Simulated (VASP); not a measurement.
# Cs (Im-3m) in VASP: further runs, part 2 of 3

VASP 6.6.1. The steps go on from the part before.

## 3. Electric field gradients, PBE (volume scaled by 0.97)

INCAR reads:

```
SYSTEM = Cs
  PREC = Accurate
  ENCUT = 520
  EDIFF = 1E-8
  ISMEAR = -1
  SIGMA = 0.05
  LREAL = .False.
  LASPH = .True.
  NELM = 100
  ALGO = Normal
  ISIF = 2
  LWAVE = .False.
  LCHARG = .False.
  GGA = PE
  LEFG = .True.
  NBANDS = 10
```

KPOINTS reads:

```
regular mesh
0
Gamma
  9 9 9
  0 0 0
```

POSCAR reads:

```
Cs
1.0
   -2.9919676095      2.9919676095      2.9919676095
    2.9919676095     -2.9919676095      2.9919676095
    2.9919676095      2.9919676095     -2.9919676095
Cs
1
Direct
    0.0000000000      0.0000000000      0.0000000000
```

Potentials or basis: VASP PAW PBE potentials, release 64 (Cs_sv).

Command:

```
> cat potpaw_PBE.64/Cs_sv/POTCAR > POTCAR
> mpirun -np 1 vasp_std > vasp.out
```

OUTCAR:

```text
SYSTEM = Cs
   PREC = Accurate
   ENCUT = 520
   EDIFF = 1E-8
   ISMEAR = -1
   LREAL = .False.
   LASPH = .True.
   NELM = 100
   ISIF = 2
   GGA = PE

 ion  position               nearest neighbor table
   1  0.000  0.000  0.000-

  LATTYP: Found a body centered cubic cell.
 ALAT       =     5.9839352190

  Lattice vectors:

 A1 = (  -2.9919676095,   2.9919676095,   2.9919676095)
 A2 = (   2.9919676095,  -2.9919676095,   2.9919676095)
 A3 = (   2.9919676095,   2.9919676095,  -2.9919676095)

Analysis of symmetry for initial positions (statically):
=====================================================================
 Subroutine PRICEL returns:
 Original cell was already a primitive cell.

 Routine SETGRP: Setting up the symmetry group for a
 body centered cubic supercell.

 Subroutine GETGRP returns: Found 48 space group operations
 (whereof 48 operations were pure point group operations)
 out of a pool of 48 trial point group operations.

The static configuration has the point symmetry O_h .

Analysis of symmetry for dynamics (positions and initial velocities):
=====================================================================
 Subroutine PRICEL returns:
 Original cell was already a primitive cell.

 Routine SETGRP: Setting up the symmetry group for a
 body centered cubic supercell.

 Subroutine GETGRP returns: Found 48 space group operations
 (whereof 48 operations were pure point group operations)
 out of a pool of 48 trial point group operations.

The dynamic configuration has the point symmetry O_h .

 Subroutine INISYM returns: Found 48 space group operations
 (whereof 48 operations are pure point group operations),
 and found     1 'primitive' translations

----------------------------------------------------------------------------------------

                                     Primitive cell

  volume of cell :     107.1348

  direct lattice vectors                    reciprocal lattice vectors
    -2.991967610  2.991967610  2.991967610     0.000000000  0.167114109  0.167114109
     2.991967610 -2.991967610  2.991967610     0.167114109  0.000000000  0.167114109
     2.991967610  2.991967610 -2.991967610     0.167114109  0.167114109  0.000000000

  length of vectors
     5.182239914  5.182239914  5.182239914     0.236335039  0.236335039  0.236335039

  position of ions in fractional coordinates (direct lattice)
     0.000000000  0.000000000  0.000000000

  ion indices of the primitive-cell ions
   primitive index   ion index
                 1           1

----------------------------------------------------------------------------------------

 KPOINTS: regular mesh

Automatic generation of k-mesh.
 Grid dimensions read from file:
 generate k-points for:    9    9    9

 Generating k-lattice:

  Cartesian coordinates                     Fractional coordinates (reciprocal lattice)
     0.000000000  0.018568234  0.018568234     0.111111111  0.000000000  0.000000000
[... 59 lines left out ...]
   EDIFF  = 0.1E-07   stopping-criterion for ELM
   LREAL  =      F    real-space projection
   EDIFFG = 0.1E-06   stopping-criterion for IOM
   NSW    =      0    number of steps for IOM
   IBRION =     -1    ionic relax: 0-MD 1-quasi-New 2-CG
   NFREE  =      0    steps in history (QN), initial steepest desc. (CG)
   ISIF   =      2    stress and relaxation
   ISYM   =      2    0-nonsym 1-usesym 2-fastsym
   POTIM  = 0.5000    time-step for ionic-motion
   TEBEG  =    0.0;   TEEND  =   0.0 temperature during run
   PSTRESS=    0.0 pullay stress
   NELECT =       9.0000    total number of electrons
   NUPDOWN=      -1.0000    fix difference up-down
   EMIN   =  10.00;   EMAX   =-10.00  energy-range for DOS
   EFERMI =   0.00;   METHOD = LEGACY
   ISMEAR =    -1;   SIGMA  =   0.05  broadening in eV -4-tet -1-fermi 0-gaus
   EFERMI_NEDOS =   21; number of points for ismear=-14 and -15
   IALGO  =     38    algorithm
   IMIX   =      4    mixing-type and parameters
     AMIX     =   0.40;   BMIX     =  1.00
     AMIX_MAG =   1.60;   BMIX_MAG =  1.00
  volume/ion in A,a.u.               =     107.13       722.98
  Fermi-wavevector in a.u.,A,eV,Ry     =   0.716988  1.354912  6.994379  0.514072
  Thomas-Fermi vector in A             =   1.805552
   LORBIT       =      0    0 simple, 1 ext, 2 COOP (PROOUT), +10 PAW based schemes
   GGA     = PE    functional components
[... 5 lines left out ...]
 non-spin polarized calculation
  energy-cutoff  :      520.00
  volume of cell :      107.13
 maximum number of plane-waves:      2900
   NGX = 19   NGY = 19   NGZ = 19

 number of electron       8.9999998 magnetization

 Free energy of the ion-electron system (eV)
  ---------------------------------------------------
  ext. energy  EPLUGINS =         0.00000000
  ---------------------------------------------------
  free energy    TOTEN  =        -0.85179316 eV

  energy without entropy =       -0.84191721  energy(sigma->0) =       -0.84685519

 E-fermi :   0.6389     XC(G=0):  -5.5886

 val. band max:        0.6365794642   @ k =  -0.3333   0.4444   0.1111
 cond. band min:       0.6822949085   @ k =  -0.4444   0.4444   0.1111
 fundamental gap:      0.0457154443
 Fermi energy:         0.6388783024

 k-point     1 :       0.0000    0.0000    0.0000
  band No.  band energies     occupation
      1     -23.1839      2.00000
      2      -9.9146      2.00000
      3      -9.9146      2.00000
      4      -9.9146      2.00000
      5      -1.1130      2.00000
      6       3.1726      0.00000
      7       3.1726      0.00000
      8       3.1726      0.00000
      9       4.0815      0.00000
     10       4.0815      0.00000
[... 287 lines left out ...]
 k-point    24 :      -0.4444   -0.4444    0.1111
  band No.  band energies     occupation
      1     -23.1727      2.00000
      2     -10.0712      2.00000
      3      -9.9978      2.00000
      4      -9.9423      2.00000
      5       1.0289      0.00082
      6       1.4925      0.00000
      7       2.2691      0.00000
      8       3.3330      0.00000
      9       4.3738      0.00000
     10       5.2163      0.00000

 [... further k-points ...]
[... 5 lines left out ...]
  --------------------------------------------------------------------------------------
  -------------------------------------------------------------------------------------
  Total        0.1268212      0.1268212      0.1268212      0.0000000      0.0000000      0.0000000
  in kB        1.8965832      1.8965832      1.8965832      0.0000000      0.0000000      0.0000000
  external PRESSURE =       1.8965832 kB  Pullay stress =       0.0000000 kB

 VOLUME and BASIS-vectors are now :
 -----------------------------------------------------------------------------
  energy-cutoff  :      520.00
  volume of cell :      107.13
      direct lattice vectors                 reciprocal lattice vectors
    -2.991967610  2.991967610  2.991967610     0.000000000  0.167114109  0.167114109
     2.991967610 -2.991967610  2.991967610     0.167114109  0.000000000  0.167114109
     2.991967610  2.991967610 -2.991967610     0.167114109  0.167114109  0.000000000

 POSITION                                       TOTAL-FORCE (eV/Angst)
 -----------------------------------------------------------------------------------
      0.00000      0.00000      0.00000         0.000000     -0.000000      0.000000
 -----------------------------------------------------------------------------------
    total drift:                               -0.000000     -0.000000     -0.000000

  FREE ENERGIE OF THE ION-ELECTRON SYSTEM (eV)
  ---------------------------------------------------
  free  energy   TOTEN  =        -0.8517931637 eV

  energy  without entropy=       -0.8419172092  energy(sigma->0) =       -0.84685519

 Electric field gradients (V/A^2)
---------------------------------------------------------------------
 ion       V_xx      V_yy      V_zz      V_xy      V_xz      V_yz
---------------------------------------------------------------------
   1       0.000    -0.000    -0.000    -0.001    -0.001    -0.001
---------------------------------------------------------------------

 Electric field gradients after diagonalization (V/A^2)
 (convention: |V_zz| > |V_xx| > |V_yy|)
----------------------------------------------------------------------
 ion       V_xx      V_yy      V_zz     asymmetry (V_yy - V_xx)/ V_zz
----------------------------------------------------------------------
   1       0.001     0.001    -0.001       0.000
----------------------------------------------------------------------

           NMR quadrupolar parameters

 Cq : quadrupolar parameter    Cq=e*Q*V_zz/h
 eta: asymmetry parameters     (V_yy - V_xx)/ V_zz
 Q  : nuclear electric quadrupole moment in mb (millibarn)
----------------------------------------------------------------------
 ion       Cq(MHz)       eta       Q (mb)
----------------------------------------------------------------------
   1      -0.000       0.000       1.000
----------------------------------------------------------------------
```

Wall time 25 s (1 thread of Intel Xeon Platinum 8259CL at 2.50GHz (Skylake/Cascade Lake), shared host); peak memory 0.24 GiB.

Results:

| Item | Value |
| --- | --- |
| Free energy | -0.8518 eV |
| Pressure | 0.2 GPa |

Levels at points of the mesh, in eV from the Fermi level:
```csv
k point,band 3,band 4,band 5,band 6,band 7,band 8
"(0.00, 0.00, 0.00)",-10.55,-10.55,-1.75,2.53,2.53,2.53
```

Caveat: the cell differs from its parent crystal (volume scaled by 0.97); without QUAD_EFG the Cq values of the log hold for a quadrupole moment of 1 mb, not for the nuclei; spin-orbit coupling is left out, which moves the levels of the heavy elements.

## 4. Electric field gradients, PBE

This run uses another cell than the first one, of 110.45 Å³/atom, 1.063 times its volume.

INCAR reads:

```
SYSTEM = Cs
ALGO = Normal ; EDIFF = 1E-8
ENCUT = 520 ; GGA = PE
ISIF = 2 ; ISMEAR = -1
LASPH = .TRUE. ; LCHARG = .FALSE.
LEFG = .TRUE. ; LREAL = .FALSE.
LWAVE = .FALSE. ; NBANDS = 10
NELM = 100 ; PREC = Accurate
SIGMA = 0.05
```

KPOINTS reads:

```
k-points
0
G
  9 9 9
  0 0 0
```

POSCAR reads:

```
Cs
1.0
   -3.0225000000      3.0225000000      3.0225000000
    3.0225000000     -3.0225000000      3.0225000000
    3.0225000000      3.0225000000     -3.0225000000
Cs
1
Direct
    0.0000000000      0.0000000000      0.0000000000
```

Potentials or basis: VASP PAW PBE potentials, release 64 (Cs_sv).

Command:

```
> cat potpaw_PBE.64/Cs_sv/POTCAR > POTCAR
> mpirun -np 1 vasp_std > vasp.out
```

OUTCAR:

```text
SYSTEM = Cs
   EDIFF = 1E-8
   ENCUT = 520
   GGA = PE
   ISIF = 2
   ISMEAR = -1
   LASPH = .TRUE.
   LREAL = .FALSE.
   NELM = 100
   PREC = Accurate

 ion  position               nearest neighbor table
   1  0.000  0.000  0.000-

  LATTYP: Found a body centered cubic cell.
 ALAT       =     6.0450000000

  Lattice vectors:

 A1 = (  -3.0225000000,   3.0225000000,   3.0225000000)
 A2 = (   3.0225000000,  -3.0225000000,   3.0225000000)
 A3 = (   3.0225000000,   3.0225000000,  -3.0225000000)

[... 515 lines left out ...]
    total drift:                               -0.000000      0.000000     -0.000000

  FREE ENERGIE OF THE ION-ELECTRON SYSTEM (eV)
  ---------------------------------------------------
  free  energy   TOTEN  =        -0.8550726375 eV

  energy  without entropy=       -0.8453047715  energy(sigma->0) =       -0.85018870

 Electric field gradients (V/A^2)
---------------------------------------------------------------------
 ion       V_xx      V_yy      V_zz      V_xy      V_xz      V_yz
---------------------------------------------------------------------
   1       0.000    -0.000    -0.000    -0.000    -0.000    -0.000
---------------------------------------------------------------------

 Electric field gradients after diagonalization (V/A^2)
 (convention: |V_zz| > |V_xx| > |V_yy|)
----------------------------------------------------------------------
 ion       V_xx      V_yy      V_zz     asymmetry (V_yy - V_xx)/ V_zz
----------------------------------------------------------------------
   1       0.000     0.000    -0.001       0.000
----------------------------------------------------------------------

           NMR quadrupolar parameters

 Cq : quadrupolar parameter    Cq=e*Q*V_zz/h
 eta: asymmetry parameters     (V_yy - V_xx)/ V_zz
 Q  : nuclear electric quadrupole moment in mb (millibarn)
----------------------------------------------------------------------
 ion       Cq(MHz)       eta       Q (mb)
----------------------------------------------------------------------
   1      -0.000       0.000       1.000
----------------------------------------------------------------------
```

OSZICAR:

```text
N       E                     dE             d eps       ncg     rms          rms(c)
DAV:   1     0.519208696667E+02    0.51921E+02   -0.30169E+03   700   0.631E+02
DAV:   2     0.399022248595E+01   -0.47931E+02   -0.46249E+02   950   0.106E+02
DAV:   3    -0.788882965470E+00   -0.47791E+01   -0.47738E+01   816   0.395E+01
DAV:   4    -0.853703743128E+00   -0.64821E-01   -0.64812E-01   914   0.541E+00
DAV:   5    -0.853919212238E+00   -0.21547E-03   -0.21547E-03   934   0.278E-01    0.133E-01
DAV:   6    -0.854176458970E+00   -0.25725E-03   -0.15232E-03   884   0.188E-01    0.894E-02
DAV:   7    -0.854957738885E+00   -0.78128E-03   -0.34065E-03   788   0.290E-01    0.382E-02
DAV:   8    -0.855071596938E+00   -0.11386E-03   -0.13544E-04   786   0.732E-02    0.402E-03
DAV:   9    -0.855073256198E+00   -0.16593E-05   -0.35440E-06  1080   0.102E-02    0.284E-03
DAV:  10    -0.855072443331E+00    0.81287E-06   -0.76266E-07   804   0.460E-03    0.418E-04
DAV:  11    -0.855072554423E+00   -0.11109E-06   -0.18949E-08   874   0.843E-04    0.193E-04
DAV:  12    -0.855072635463E+00   -0.81040E-07   -0.65881E-09   794   0.420E-04    0.400E-05
DAV:  13    -0.855072637473E+00   -0.20107E-08   -0.15294E-10   402   0.690E-05
   1 F= -.85507264E+00 E0= -.85018870E+00  d E =-.976787E-02
```

stdout:

```text
POSCAR found type information on POSCAR Cs
 POSCAR found :  1 types and       1 ions
 scaLAPACK will be used
 LDA part: xc-table for (Slater+PW92), standard interpolation
 POSCAR, INCAR and KPOINTS ok, starting setup
 FFT: planning ... GRIDC
 FFT: planning ... GRID_SOFT
 FFT: planning ... GRID
 WAVECAR not read
 entering main loop
ion   1
```

Run time: 26 s. Hardware: 1 thread of Intel Xeon Platinum 8259CL at 2.50GHz (Skylake/Cascade Lake), shared host; peak memory 0.24 GiB.

What came out:

```
Free energy : -0.8551 eV
Pressure    : 0.1 GPa
```

Levels at points of the mesh, in eV from the Fermi level:
```csv
k point,band 2,band 3,band 4,band 5,band 6,band 7,band 8,band 9
"(0.00, 0.00, 0.00)",-10.57,-10.57,-10.57,-1.72,2.52,2.52,2.52,3.40
```

Caveat: without QUAD_EFG the Cq values of the log hold for a quadrupole moment of 1 mb, not for the nuclei; spin-orbit coupling is left out, which moves the levels of the heavy elements.

(Continued in part 3 of 3.)
